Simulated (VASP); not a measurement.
# Ni (P6_3/mmc) in VASP: further runs

Runs on Ni. Level: PBE. Tasks: electric field gradients.

All numbers are computed with VASP 6.6.1; they aren't measurements. Logs are shortened: lines on timing, memory, paths and dates and some standing lists are left out, and cuts for length are marked.

**1. The cell of the first run**

The structure is hexagonal, space group P6_3/mmc (No. 194). The conventional cell has a = 2.526 Å, b = 2.526 Å, c = 4.152 Å, α = 90.00°, β = 90.00°, γ = 120.00°. Within 3.3 Å of Ni (site symmetry -6m2) lie 12 Ni at 2.53 to 2.54 Å.

This isn't the form of Ni at room conditions, which is fcc.

**2. Electric field gradients, PBE, collinear spin, ferromagnetic start (11.47 Å³/atom)**

The input, INCAR:

```
PREC = Accurate
ENCUT = 520
EDIFF = 1E-8
ISMEAR = -1
SIGMA = 0.05
LREAL = F
LASPH = T
NELM = 150
ALGO = Normal
ISIF = 2
LWAVE = F
LCHARG = F
ISPIN = 2
MAGMOM = 1.5 1.5
LORBIT = 11
LMAXMIX = 4
GGA = PE
LEFG = T
NBANDS = 21
```

The input, KPOINTS:

```
Automatic mesh
0
Gamma
  15 15 8
```

The input, POSCAR:

```
Ni
1.0
    2.5259854492      0.0000000000      0.0000000000
   -1.2629927246      2.1875675686      0.0000000000
    0.0000000000      0.0000000000      4.1521409461
Ni
2
Direct
    0.3333333333      0.6666666667      0.2500000000
    0.6666666667      0.3333333333      0.7500000000
```

Potentials or basis: VASP PAW PBE potentials, release 64 (Ni).

Started as:

```sh
$ cat potpaw_PBE.64/Ni/POTCAR > POTCAR
$ mpirun -np 1 vasp_std > vasp.out
```

OUTCAR:

```text
PREC = Accurate
   ENCUT = 520
   EDIFF = 1E-8
   ISMEAR = -1
   LREAL = F
   LASPH = T
   NELM = 150
   ISIF = 2
   ISPIN = 2
   LORBIT = 11
   GGA = PE

 ion  position               nearest neighbor table
   1  0.333  0.667  0.250-   2 2.54   2 2.54   2 2.54   2 2.54   2 2.54   2 2.54
   2  0.667  0.333  0.750-   1 2.54   1 2.54   1 2.54   1 2.54   1 2.54   1 2.54

  LATTYP: Found a hexagonal cell.
 ALAT       =     2.5259854492
 C/A-ratio  =     1.6437707301

  Lattice vectors:

 A1 = (   2.5259854492,   0.0000000000,   0.0000000000)
 A2 = (  -1.2629927246,   2.1875675686,   0.0000000000)
 A3 = (   0.0000000000,   0.0000000000,   4.1521409461)

Analysis of symmetry for initial positions (statically):
=====================================================================
 Subroutine PRICEL returns:
 Original cell was already a primitive cell.

 Routine SETGRP: Setting up the symmetry group for a
 hexagonal supercell.

 Subroutine GETGRP returns: Found 24 space group operations
 (whereof 12 operations were pure point group operations)
 out of a pool of 24 trial point group operations.

The static configuration has the point symmetry D_3d.
 The point group associated with its full space group is D_6h.

Analysis of symmetry for dynamics (positions and initial velocities):
=====================================================================
 Subroutine PRICEL returns:
 Original cell was already a primitive cell.

 Routine SETGRP: Setting up the symmetry group for a
 hexagonal supercell.

 Subroutine GETGRP returns: Found 24 space group operations
 (whereof 12 operations were pure point group operations)
 out of a pool of 24 trial point group operations.

The dynamic configuration has the point symmetry D_3d.
 The point group associated with its full space group is D_6h.

Analysis of structural, dynamic, and magnetic symmetry:
=====================================================================
 Subroutine PRICEL returns:
 Original cell was already a primitive cell.

 Routine SETGRP: Setting up the symmetry group for a
 hexagonal supercell.

 Subroutine GETGRP returns: Found 24 space group operations
 (whereof 12 operations were pure point group operations)
 out of a pool of 24 trial point group operations.

The overall configuration has the point symmetry D_3d.
 The point group associated with its full space group is D_6h.

 Subroutine INISYM returns: Found 24 space group operations
 (whereof 12 operations are pure point group operations),
 and found     1 'primitive' translations

----------------------------------------------------------------------------------------

                                     Primitive cell

  volume of cell :      22.9438

  direct lattice vectors                    reciprocal lattice vectors
     2.525985449  0.000000000  0.000000000     0.395885099  0.228564369  0.000000000
    -1.262992725  2.187567569  0.000000000     0.000000000  0.457128737  0.000000000
     0.000000000  0.000000000  4.152140946     0.000000000  0.000000000  0.240839609

  length of vectors
     2.525985449  2.525985449  4.152140946     0.457128737  0.457128737  0.240839609

  position of ions in fractional coordinates (direct lattice)
     0.333333333  0.666666667  0.250000000
     0.666666667  0.333333333  0.750000000

  ion indices of the primitive-cell ions
   primitive index   ion index
                 1           1
                 2           2

----------------------------------------------------------------------------------------

 KPOINTS: Automatic mesh

Automatic generation of k-mesh.
 Grid dimensions read from file:
 generate k-points for:   15   15    8

 Generating k-lattice:

  Cartesian coordinates                     Fractional coordinates (reciprocal lattice)
     0.026392340  0.015237625  0.000000000     0.066666667  0.000000000  0.000000000
     0.000000000  0.030475249  0.000000000     0.000000000  0.066666667  0.000000000
     0.000000000  0.000000000  0.030104951     0.000000000  0.000000000  0.125000000

  Length of vectors
     0.030475249  0.030475249  0.030104951

  Shift w.r.t. Gamma in fractional coordinates (k-lattice)
     0.000000000  0.000000000  0.000000000

 Subroutine IBZKPT returns following result:
 ===========================================

 Found    135 irreducible k-points:

 Following reciprocal coordinates:
            Coordinates               Weight
  0.000000  0.000000  0.000000      1.000000
  0.066667 -0.000000  0.000000      6.000000
  0.133333 -0.000000  0.000000      6.000000
  0.200000 -0.000000  0.000000      6.000000
  0.266667 -0.000000  0.000000      6.000000
  0.333333 -0.000000  0.000000      6.000000
[... 16 lines left out ...]
  0.333333  0.200000  0.000000     12.000000
  0.400000  0.200000  0.000000      6.000000
 [... further k-points ...]
   k-points           NKPTS =    135   k-points in BZ     NKDIM =    135   number of bands    NBANDS=     21
   number of dos      NEDOS =    301   number of ions     NIONS =      2
   total plane-waves  NPLWV =  12800
   dimension x,y,z NGX =    20 NGY =   20 NGZ =   32
   dimension x,y,z NGXF=    40 NGYF=   40 NGZF=   64
   ions per type =               2
   NGX,Y,Z   is equivalent  to a cutoff of  13.16, 13.16, 12.81 a.u.
   NGXF,Y,Z  is equivalent  to a cutoff of  26.33, 26.33, 25.62 a.u.
 SYSTEM =  unknown system
   PREC   = accura    normal or accurate (medium, high low for compatibility)
   ISTART =      0    job   : 0-new  1-cont  2-samecut
   ICHARG =      2    charge: 1-file 2-atom 10-const
   ISPIN  =      2    spin polarized calculation?
   LNONCOLLINEAR =      F non collinear calculations
   LSORBIT =      F    spin-orbit coupling
   LASPH  =      T    aspherical Exc in radial PAW
   ENCUT  =  520.0 eV  38.22 Ry    6.18 a.u.   4.70  4.70  7.72*2*pi/ulx,y,z
   NELM   =    150;   NELMIN=  2; NELMDL= -5     # of ELM steps
   EDIFF  = 0.1E-07   stopping-criterion for ELM
   LREAL  =      F    real-space projection
   EDIFFG = 0.1E-06   stopping-criterion for IOM
   NSW    =      0    number of steps for IOM
   IBRION =     -1    ionic relax: 0-MD 1-quasi-New 2-CG
   NFREE  =      0    steps in history (QN), initial steepest desc. (CG)
   ISIF   =      2    stress and relaxation
   ISYM   =      2    0-nonsym 1-usesym 2-fastsym
   POTIM  = 0.5000    time-step for ionic-motion
   TEBEG  =    0.0;   TEEND  =   0.0 temperature during run
   PSTRESS=    0.0 pullay stress
   NELECT =      20.0000    total number of electrons
   NUPDOWN=      -1.0000    fix difference up-down
   EMIN   =  10.00;   EMAX   =-10.00  energy-range for DOS
   EFERMI =   0.00;   METHOD = LEGACY
   ISMEAR =    -1;   SIGMA  =   0.05  broadening in eV -4-tet -1-fermi 0-gaus
   EFERMI_NEDOS =   21; number of points for ismear=-14 and -15
   IALGO  =     38    algorithm
   IMIX   =      4    mixing-type and parameters
     AMIX     =   0.40;   BMIX     =  1.00
     AMIX_MAG =   1.60;   BMIX_MAG =  1.00
  volume/ion in A,a.u.               =      11.47        77.42
  Fermi-wavevector in a.u.,A,eV,Ry     =   1.563856  2.955259 33.275018  2.445645
  Thomas-Fermi vector in A             =   2.666565
   LORBIT       =     11    0 simple, 1 ext, 2 COOP (PROOUT), +10 PAW based schemes
   GGA     = PE    functional components
   LHFCALC =     F    Hartree Fock is set to
   AEXX    =    0.0000 exact exchange contribution
   IVDW    =     0    specifies the selected vdW correction
   LEPSILON=     F    determine dielectric tensor
   LRPA    =     F    only Hartree local field effects (RPA)
 spin polarized calculation
  energy-cutoff  :      520.00
  volume of cell :       22.94
 maximum number of plane-waves:       630
 NGX is ok and might be reduce to    20
   NGX =  9   NGY =  9   NGZ = 15

 number of electron      20.0000011 magnetization       1.3049016

 Free energy of the ion-electron system (eV)
  ---------------------------------------------------
  ext. energy  EPLUGINS =         0.00000000
  ---------------------------------------------------
  free energy    TOTEN  =       -10.87946121 eV

  energy without entropy =      -10.84332721  energy(sigma->0) =      -10.86139421

 E-fermi :   8.6738     XC(G=0): -12.9448

 val. band max:        8.6737129653   @ k =   0.1333   0.1333   0.2500
 cond. band min:       8.6751565490   @ k =   0.4000  -0.0000   0.1250
 fundamental gap:      0.0014435838
 Fermi energy:         8.6737886257

 spin component 1

 k-point     1 :       0.0000    0.0000    0.0000
  band No.  band energies     occupation
      1      -0.0013      1.00000
      2       4.0965      1.00000
      3       6.3391      1.00000
      4       6.4405      1.00000
      5       6.4405      1.00000
      6       6.6814      1.00000
[... 13 lines left out ...]
     20      33.7950      0.00000
     21      38.2103      0.00000
[... 529 lines left out ...]
 k-point    24 :       0.4000    0.2000    0.0000
  band No.  band energies     occupation
      1       4.9122      1.00000
      2       5.0053      1.00000
      3       5.0176      1.00000
      4       5.8083      1.00000
      5       6.2428      1.00000
      6       6.3796      1.00000
[... 13 lines left out ...]
     20      36.5082      0.00000
     21      41.2320      0.00000

 [... further k-points ...]

 spin component 2

 k-point     1 :       0.0000    0.0000    0.0000
  band No.  band energies     occupation
      1      -0.0365      1.00000
      2       4.5089      1.00000
      3       7.0656      1.00000
      4       7.1374      1.00000
      5       7.1374      1.00000
      6       7.3969      1.00000
[... 13 lines left out ...]
     20      33.8752      0.00000
     21      38.2719      0.00000
[... 529 lines left out ...]
 k-point    24 :       0.4000    0.2000    0.0000
  band No.  band energies     occupation
      1       5.3161      1.00000
      2       5.5252      1.00000
      3       5.5471      1.00000
      4       6.2026      1.00000
      5       6.8674      1.00000
      6       6.9764      1.00000
[... 13 lines left out ...]
     20      36.5768      0.00000
     21      41.1394      0.00000

 [... further k-points ...]

------------------------ aborting loop because EDIFF is reached ----------------------------------------

  FORCE on cell =-STRESS in cart. coord.  units (eV):
  Direction    XX          YY          ZZ          XY          YZ          ZX
  --------------------------------------------------------------------------------------
  -------------------------------------------------------------------------------------
  Total       -1.2065026     -1.2065026     -1.2101777      0.0000000      0.0000000      0.0000000
  in kB      -84.2508757    -84.2508757    -84.5075156      0.0000000      0.0000000      0.0000000
  external PRESSURE =     -84.3364224 kB  Pullay stress =       0.0000000 kB

 VOLUME and BASIS-vectors are now :
 -----------------------------------------------------------------------------
  energy-cutoff  :      520.00
  volume of cell :       22.94
      direct lattice vectors                 reciprocal lattice vectors
     2.525985449  0.000000000  0.000000000     0.395885099  0.228564369  0.000000000
    -1.262992725  2.187567569  0.000000000     0.000000000  0.457128737  0.000000000
     0.000000000  0.000000000  4.152140946     0.000000000  0.000000000  0.240839609

 POSITION                                       TOTAL-FORCE (eV/Angst)
 -----------------------------------------------------------------------------------
     -0.00000      1.45838      1.03804        -0.000000      0.000000      0.000000
      1.26299      0.72919      3.11411         0.000000     -0.000000      0.000000
 -----------------------------------------------------------------------------------
    total drift:                               -0.000000      0.000000     -0.000000

  FREE ENERGIE OF THE ION-ELECTRON SYSTEM (eV)
  ---------------------------------------------------
  free  energy   TOTEN  =       -10.8794612147 eV

  energy  without entropy=      -10.8433272089  energy(sigma->0) =      -10.86139421

 Electric field gradients (V/A^2)
---------------------------------------------------------------------
 ion       V_xx      V_yy      V_zz      V_xy      V_xz      V_yz
---------------------------------------------------------------------
   1       1.494     1.493    -2.986    -0.001     0.000    -0.000
   2       1.494     1.493    -2.986    -0.001    -0.000     0.000
---------------------------------------------------------------------

 Electric field gradients after diagonalization (V/A^2)
 (convention: |V_zz| > |V_xx| > |V_yy|)
----------------------------------------------------------------------
 ion       V_xx      V_yy      V_zz     asymmetry (V_yy - V_xx)/ V_zz
----------------------------------------------------------------------
   1       1.494     1.492    -2.986       0.001
   2       1.494     1.492    -2.986       0.001
----------------------------------------------------------------------

           NMR quadrupolar parameters

 Cq : quadrupolar parameter    Cq=e*Q*V_zz/h
 eta: asymmetry parameters     (V_yy - V_xx)/ V_zz
 Q  : nuclear electric quadrupole moment in mb (millibarn)
----------------------------------------------------------------------
 ion       Cq(MHz)       eta       Q (mb)
----------------------------------------------------------------------
   1      -0.007       0.001       1.000
   2      -0.007       0.001       1.000
----------------------------------------------------------------------

 total charge

# of ion       s       p       d       tot
------------------------------------------
    1        0.475   0.452   8.295   9.222
    2        0.475   0.452   8.295   9.222
--------------------------------------------------
tot          0.950   0.904  16.589  18.443

 magnetization (x)

# of ion       s       p       d       tot
------------------------------------------
    1       -0.005  -0.024   0.698   0.669
    2       -0.005  -0.024   0.698   0.669
--------------------------------------------------
tot         -0.009  -0.048   1.395   1.338
```

Run time: 2.9 min. Hardware: 1 thread of Intel Xeon 8259CL, shared host; peak memory 0.21 GiB.

What came out:

| Item | Value |
| --- | --- |
| Free energy | -10.8795 eV |
| Pressure | -8.4 GPa |
| Net moment | 1.30 μB per cell |
| Site moments | Ni +0.67 μB |
| Largest electric field gradient by atom | Ni -3.0 V/Å² |
| Valence electrons inside the program's atomic spheres | Ni 9.22 |

Electric field gradients, principal values (V/Å²):
```tsv
atom	least	middle	greatest (by size)
1 Ni	1.492	1.494	-2.986
2 Ni	1.492	1.494	-2.986
```

Caveat: the cell stands under tension; without QUAD_EFG the Cq values of the log hold for a quadrupole moment of 1 mb, not for the nuclei.

[end of part 1 of 2]
